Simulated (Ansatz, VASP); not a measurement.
## Zr in VASP and in Ansatz

```xyz
2
Lattice="3.2599 0.0000 0.0000 -1.6300 2.8232 0.0000 0.0000 0.0000 5.2096" Properties=species:S:1:pos:R:3 pbc="T T T"
Zr    0.0000    1.8821    1.3024
Zr    1.6300    0.9411    3.9072
```

Alike in both runs: functional RPBE; k mesh 11 × 11 × 6; occupations fermi-dirac, width 0.1 eV; no spin polarisation.

Ansatz relaxed the structure, and its values are those at the end. VASP's run is a single point on that final structure, the one shown.

```csv
,VASP,Ansatz
version,VASP 6.6.1,Ansatz 0.2.0
potentials or method,"VASP PAW PBE potentials, release 64 (Zr_sv), cutoff 520 eV","plane waves (420 eV) with PAW, scalar-relativistic"
valence electrons in the cell,24,24
```

|  | VASP | Ansatz | Ansatz less VASP |
| --- | --- | --- | --- |
| pressure (GPa) | 0.0 | 0.0 | +0.01 |

VASP's potentials were made for PBE, not for RPBE. The functional is the same, so the differences come from potentials, cutoffs and numerics.
